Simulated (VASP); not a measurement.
# FePt (P1) in VASP: a series of runs

FePt is run at these levels: PBEsol; tasks: single point.

All numbers are computed with VASP 6.6.1; they aren't measurements. Logs are shortened: lines on timing, memory, paths and dates and some standing lists are left out, and cuts for length are marked.

## (1) The cell of the first run

The typed cell holds 2 atoms: a = 2.730 Å, b = 2.745 Å, c = 3.750 Å, α = 89.76°, β = 89.20°, γ = 89.24°.

## (2) Single point, PBEsol, collinear spin, ferromagnetic start

File INCAR:

```
SYSTEM = FePt
PREC = Accurate
ENCUT = 520
EDIFF = 1E-6
ISMEAR = 1
SIGMA = 0.05
LREAL = .FALSE.
LASPH = .TRUE.
NELM = 150
ALGO = Normal
ISIF = 2
LWAVE = .FALSE.
LCHARG = .FALSE.
ISPIN = 2
MAGMOM = 3.5 0
LORBIT = 11
LMAXMIX = 4
GGA = PS
NBANDS = 20
```

File KPOINTS:

```
Automatic mesh
0
G
  6 6 5
  0 0 0
```

File POSCAR:

```
FePt
1.0
    2.7296100000      0.0182400000      0.0190200000
    0.0182400000      2.7444500000      0.0056700000
    0.0259800000      0.0077500000      3.7498400000
Fe Pt
1 1
Direct
    0.9932700000      0.9944400000      0.0018500000
    0.5209100000      0.4995200000      0.4967000000
```

Potentials or basis: VASP PAW PBE potentials, release 64 (Fe, Pt).

Run with:

```bash
$ cat potpaw_PBE.64/Fe/POTCAR potpaw_PBE.64/Pt/POTCAR > POTCAR
$ mpirun -np 1 vasp_std > vasp.out
```

OUTCAR:

```text
SYSTEM = FePt
   PREC = Accurate
   ENCUT = 520
   EDIFF = 1E-6
   ISMEAR = 1
   LREAL = .FALSE.
   LASPH = .TRUE.
   NELM = 150
   ISIF = 2
   ISPIN = 2
   LORBIT = 11
   GGA = PS

 ion  position               nearest neighbor table
   1  0.993  0.994  0.002-   2 2.63   2 2.63   2 2.68   2 2.69   2 2.71   2 2.72   2 2.75   2 2.75

   2  0.521  0.500  0.497-   1 2.63   1 2.63   1 2.68   1 2.69   1 2.71   1 2.72   1 2.75   1 2.75

  LATTYP: Found a triclinic cell.
 ALAT       =     2.7297372053
 B/A-ratio  =     1.4085558049
 C/A-ratio  =     1.9936383309
 COS(alpha) =     0.0008825966
 COS(beta)  =     0.5179081608
 COS(gamma) =     0.7004237225

  Lattice vectors:

 A1 = (  -2.7296100000,  -0.0182400000,  -0.0190200000)
 A2 = (  -2.7113700000,   2.7262100000,  -0.0133500000)
 A3 = (  -2.7738300000,  -2.7704400000,  -3.7745300000)

Analysis of symmetry for initial positions (statically):
=====================================================================
 Subroutine PRICEL returns:
 Original cell was already a primitive cell.

 Routine SETGRP: Setting up the symmetry group for a
 triclinic supercell.

 Subroutine GETGRP returns: Found  1 space group operations
 (whereof  1 operations were pure point group operations)
 out of a pool of  2 trial point group operations.

The static configuration has the point symmetry C_1 .

Analysis of symmetry for dynamics (positions and initial velocities):
=====================================================================
 Subroutine PRICEL returns:
 Original cell was already a primitive cell.

 Routine SETGRP: Setting up the symmetry group for a
 triclinic supercell.

 Subroutine GETGRP returns: Found  1 space group operations
 (whereof  1 operations were pure point group operations)
 out of a pool of  2 trial point group operations.

The dynamic configuration has the point symmetry C_1 .

Analysis of structural, dynamic, and magnetic symmetry:
=====================================================================
 Subroutine PRICEL returns:
 Original cell was already a primitive cell.

 Routine SETGRP: Setting up the symmetry group for a
 triclinic supercell.

 Subroutine GETGRP returns: Found  1 space group operations
 (whereof  1 operations were pure point group operations)
 out of a pool of  2 trial point group operations.

The overall configuration has the point symmetry C_1 .

 Subroutine INISYM returns: Found  1 space group operations
 (whereof  1 operations are pure point group operations),
 and found     1 'primitive' translations

----------------------------------------------------------------------------------------

[... 116 lines left out ...]
   LORBIT       =     11    0 simple, 1 ext, 2 COOP (PROOUT), +10 PAW based schemes
   GGA     = PS    functional components
   LHFCALC =     F    Hartree Fock is set to
   AEXX    =    0.0000 exact exchange contribution
   IVDW    =     0    specifies the selected vdW correction
   LEPSILON=     F    determine dielectric tensor
   LRPA    =     F    only Hartree local field effects (RPA)
 spin polarized calculation
 Methfessel and Paxton  Order N= 1 SIGMA  =   0.05
  energy-cutoff  :      520.00
  volume of cell :       28.09
 maximum number of plane-waves:       773
   NGX = 11   NGY = 11   NGZ = 13

 number of electron      18.0000001 magnetization       3.2644199

 Free energy of the ion-electron system (eV)
  ---------------------------------------------------
  ext. energy  EPLUGINS =         0.00000000
  ---------------------------------------------------
  free energy    TOTEN  =       -16.24825458 eV

  energy without entropy =      -16.24778200  energy(sigma->0) =      -16.24809705

 E-fermi :   8.2853     XC(G=0): -13.1033

 val. band max:        8.2820932339   @ k =  -0.1667   0.3333   0.4000
 cond. band min:       8.2858797016   @ k =  -0.0000   0.0000   0.2000
 fundamental gap:      0.0037864678
 Fermi energy:         8.2852602889

 spin component 1

 k-point     1 :       0.0000    0.0000    0.0000
  band No.  band energies     occupation
      1      -1.2369      1.00000
      2       2.0541      1.00000
      3       2.2232      1.00000
      4       4.8341      1.00000
      5       4.9551      1.00000
      6       5.4312      1.00000
[... 541 lines left out ...]
     19      27.6852      0.00000
     20      27.9581      0.00000

 [... further k-points ...]

 spin component 2

 k-point     1 :       0.0000    0.0000    0.0000
  band No.  band energies     occupation
      1      -1.0628      1.00000
      2       2.6000      1.00000
      3       2.6142      1.00000
      4       5.9028      1.00000
      5       6.0416      1.00000
      6       7.5188      1.00000
[... 541 lines left out ...]
     19      28.1289      0.00000
     20      28.6435      0.00000

 [... further k-points ...]

------------------------ aborting loop because EDIFF is reached ----------------------------------------

  FORCE on cell =-STRESS in cart. coord.  units (eV):
  Direction    XX          YY          ZZ          XY          YZ          ZX
  --------------------------------------------------------------------------------------
  -------------------------------------------------------------------------------------
  Total       -1.8222707     -2.0702009     -1.3466679     -0.0476412     -0.0246631     -0.2161192
  in kB     -103.9433816   -118.0854635    -76.8147236     -2.7174840     -1.4067963    -12.3275630
  external PRESSURE =     -99.6145229 kB  Pullay stress =       0.0000000 kB

 VOLUME and BASIS-vectors are now :
 -----------------------------------------------------------------------------
  energy-cutoff  :      520.00
  volume of cell :       28.09
      direct lattice vectors                 reciprocal lattice vectors
     2.729610000  0.018240000  0.019020000     0.366386592 -0.002429823 -0.002533413
     0.018240000  2.744450000  0.005670000    -0.002429819  0.364389402 -0.000736269
     0.025980000  0.007750000  3.749840000    -0.001854718 -0.000538656  0.266692008

 POSITION                                       TOTAL-FORCE (eV/Angst)
 -----------------------------------------------------------------------------------
      2.72943      2.74732      0.03147         0.258576      0.041048     -0.176018
      1.44390      1.38426      1.87529        -0.258576     -0.041048      0.176018
 -----------------------------------------------------------------------------------
    total drift:                               -0.000307     -0.000246     -0.000116

  FREE ENERGIE OF THE ION-ELECTRON SYSTEM (eV)
  ---------------------------------------------------
  free  energy   TOTEN  =       -16.2482545750 eV

  energy  without entropy=      -16.2477820042  energy(sigma->0) =      -16.24809705

 total charge

# of ion       s       p       d       tot
------------------------------------------
    1        0.404   0.442   6.114   6.960
    2        0.702   0.641   8.033   9.375
--------------------------------------------------
tot          1.106   1.083  14.146  16.336

 magnetization (x)

# of ion       s       p       d       tot
------------------------------------------
    1        0.001  -0.007   2.905   2.899
    2       -0.023  -0.062   0.425   0.340
--------------------------------------------------
tot         -0.022  -0.070   3.330   3.238
```

OSZICAR:

```text
N       E                     dE             d eps       ncg     rms          rms(c)
DAV:   1     0.938150584165E+02    0.93815E+02   -0.83980E+03  7744   0.993E+02
DAV:   2    -0.140189260249E+02   -0.10783E+03   -0.94898E+02  7520   0.218E+02
DAV:   3    -0.179175358511E+02   -0.38986E+01   -0.37798E+01  8592   0.473E+01
DAV:   4    -0.179621741032E+02   -0.44638E-01   -0.44605E-01  8236   0.431E+00
DAV:   5    -0.179633018488E+02   -0.11277E-02   -0.11277E-02  8596   0.771E-01    0.168E+01
DAV:   6    -0.191272528907E+02   -0.11640E+01   -0.12093E+01  8196   0.664E+01    0.254E+01
DAV:   7    -0.163920109242E+02    0.27352E+01   -0.84420E+00  9524   0.619E+01    0.781E+00
DAV:   8    -0.163072542241E+02    0.84757E-01   -0.34755E-01  9476   0.767E+00    0.358E+00
DAV:   9    -0.162648508674E+02    0.42403E-01   -0.52324E-02 10844   0.414E+00    0.202E+00
DAV:  10    -0.162481930641E+02    0.16658E-01   -0.26993E-02 11160   0.298E+00    0.541E-01
DAV:  11    -0.162481474242E+02    0.45640E-04   -0.20589E-03 10004   0.475E-01    0.171E-01
DAV:  12    -0.162482882760E+02   -0.14085E-03   -0.18249E-04 10148   0.182E-01    0.125E-01
DAV:  13    -0.162482582568E+02    0.30019E-04   -0.71866E-05  9600   0.174E-01    0.516E-02
DAV:  14    -0.162482560703E+02    0.21864E-05   -0.14244E-05 10008   0.378E-02    0.247E-02
DAV:  15    -0.162482543898E+02    0.16806E-05   -0.24858E-06  7504   0.239E-02    0.169E-02
DAV:  16    -0.162482545750E+02   -0.18526E-06   -0.27446E-06  5148   0.284E-02
   1 F= -.16248255E+02 E0= -.16248097E+02  d E =-.472571E-03  mag=     3.2646
```

stdout:

```text
POSCAR found type information on POSCAR FePt
 POSCAR found :  2 types and       2 ions
 scaLAPACK will be used
 -----------------------------------------------------------------------------
|                                                                             |
|                                                                             |
|     You enforced a specific xc type in the INCAR file but a different       |
|     I HOPE YOU KNOW WHAT YOU ARE DOING!                                     |
|                                                                             |
 -----------------------------------------------------------------------------

 LDA part: xc-table for (Slater+PW92), standard interpolation
 POSCAR, INCAR and KPOINTS ok, starting setup
 FFT: planning ... GRIDC
 FFT: planning ... GRID_SOFT
 FFT: planning ... GRID
 WAVECAR not read
 entering main loop
```

It took 1.9 min on 1 thread of AMD EPYC 7R13, shared host; peak memory 0.18 GiB.

Results:

| Item | Value |
| --- | --- |
| Free energy | -16.2483 eV |
| Pressure | -10.0 GPa |
| Largest force | 0.315 eV/Å |
| Net moment | 3.26 μB per cell |
| Site moments | Fe +2.90; Pt +0.34 μB |
| Valence electrons inside the program's atomic spheres | Fe 6.96; Pt 9.38 |

Forces on the atoms (eV/Å):
```
Fe   0.259  0.041 -0.176
Pt  -0.259 -0.041  0.176
```

Caveat: the k points lie up to 0.38 Å⁻¹ apart; the PAW data sets were made with another functional, which shifts forces and pressure a little; spin-orbit coupling is left out, which moves the levels of the heavy elements.

## (3) Single point, PBEsol, collinear spin, ferromagnetic start

File INCAR:

```
PREC = Accurate
ENCUT = 520
EDIFF = 1E-6
ISMEAR = 1
SIGMA = 0.05
LREAL = False
LASPH = True
NELM = 150
ALGO = Normal
ISIF = 2
LWAVE = False
LCHARG = True
ISPIN = 2
MAGMOM = 3.5 0
LORBIT = 11
LMAXMIX = 4
GGA = PS
LELF = True
LVHAR = True
NBANDS = 20
```

File KPOINTS:

```
regular mesh
0
Gamma
  6 6 5
```

POSCAR is that of step 2.

Potentials or basis: VASP PAW PBE potentials, release 64 (Fe, Pt).

Run with:

```bash
$ cat potpaw_PBE.64/Fe/POTCAR potpaw_PBE.64/Pt/POTCAR > POTCAR
$ mpirun -np 1 vasp_std > vasp.out
```

It took 1.9 min on 1 thread of AMD EPYC 7R13, shared host; peak memory 0.18 GiB.

The run converged. Its results:

```
Free energy                                           : -16.2483 eV
Pressure                                              : -10.0 GPa
Largest force                                         : 0.315 eV/Å
Net moment                                            : 3.26 μB per cell
Site moments                                          : Fe +2.90; Pt +0.34 μB
Valence electrons inside the program's atomic spheres : Fe 6.96; Pt 9.38
```

Forces on the atoms (eV/Å):
```
Fe   0.259  0.041 -0.176
Pt  -0.259 -0.041  0.176
```

Stress tensor (GPa, compression positive):
```
-10.39  -0.27  -1.23
 -0.27 -11.81  -0.14
 -1.23  -0.14  -7.68
```

Levels at points of the mesh, in eV from the Fermi level:
Spin up:
```csv
k point,band 8,band 9,band 10,band 11,band 12,band 13,band 14,band 15
"(0.00, 0.00, 0.00)",-1.87,-0.55,-0.46,-0.37,2.16,9.46,11.42,11.69
"(0.50, 0.00, 0.00)",-2.49,-2.20,-1.55,0.17,2.02,10.13,10.44,12.24
"(0.00, 0.50, 0.00)",-2.44,-2.09,-1.57,0.12,1.89,10.22,10.33,12.22
"(0.50, 0.50, 0.00)",-0.52,-0.46,0.51,1.47,1.71,7.37,9.78,10.73
```
Spin down:
```csv
k point,band 4,band 5,band 6,band 7,band 8,band 9,band 10,band 11,band 12,band 13
"(0.00, 0.00, 0.00)",-2.38,-2.24,-0.77,-0.75,0.53,1.63,1.66,1.71,2.40,10.29
"(0.50, 0.00, 0.00)",-3.40,-2.45,-1.41,-1.10,-0.84,0.51,0.77,2.25,2.63,10.92
"(0.00, 0.50, 0.00)",-3.45,-2.40,-1.47,-0.97,-0.84,0.56,0.78,2.20,2.50,11.01
"(0.50, 0.50, 0.00)",-4.66,0.86,1.10,1.46,1.72,1.73,1.75,1.80,1.94,8.20
```

Caveat: the k points lie up to 0.38 Å⁻¹ apart; the PAW data sets were made with another functional, which shifts forces and pressure a little; spin-orbit coupling is left out, which moves the levels of the heavy elements.
